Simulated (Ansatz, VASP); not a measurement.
# SrO: VASP beside Ansatz

File INCAR:

```
PREC = Accurate ; ENCUT = 600
EDIFF = 1E-6 ; ISMEAR = 0
SIGMA = 0.1 ; LREAL = False
LASPH = True ; NELM = 120
ALGO = Normal ; ISIF = 2
LWAVE = False ; LCHARG = False
GGA = PE ; IVDW = 12
NBANDS = 15 ; GGA_COMPAT = False
```

File KPOINTS:

```
Automatic mesh
0
Gamma
  6 6 6
```

File POSCAR:

```
SrO
1.0
    0.0000000000      2.5837846888      2.5837846888
    2.5837846888      0.0000000000      2.5837846888
    2.5837846888      2.5837846888      0.0000000000
Sr O
1 1
Direct
    0.9630000000      0.9100000000      1.2570000000
    0.4630000000      0.4100000000      0.7570000000
```

Input for Ansatz:

```yaml
crystal:
  lattice:
    - [0.0, 2.5837846888, 2.5837846888]
    - [2.5837846888, 0.0, 2.5837846888]
    - [2.5837846888, 2.5837846888, 0.0]
  atoms:
    - { symbol: Sr, position: [0.963, 0.91, 1.257] }
    - { symbol: O, position: [0.463, 0.41, 0.757] }
basis:
  ecutwfc: "41 Ry"
kpoints:
  mp_grid: { grid: [6, 6, 6] }
hamiltonian:
  xc: pbe
  dispersion: d3bj
scf:
  occupations: { method: gaussian, width: 0.1 }
  max_iter: 85
output:
  forces: true
  stress: true
  eigenvalues: true
```

Alike in both runs: task single point; functional PBE; dispersion D3(BJ); k mesh 6 × 6 × 6; occupations gaussian, width 0.1 eV; no spin polarisation.

|  | VASP | Ansatz |
| --- | --- | --- |
| version | VASP 6.6.1 | Ansatz 0.2.0 |
| potentials or method | VASP PAW PBE potentials, release 64 (Sr_sv, O), cutoff 600 eV | scalar-relativistic, plane waves, PAW |
| valence electrons in the cell | 16 | 16 |

Ansatz gave:

- gap on the k mesh at the Fermi level (eV): 3.32
- least direct gap on the mesh (eV): 3.41
- pressure (GPa): -0.9

Question: Which values does VASP return?

Answer: gap on the k mesh at the Fermi level (eV): 3.27; least direct gap on the mesh (eV): 3.37; pressure (GPa): -0.5.
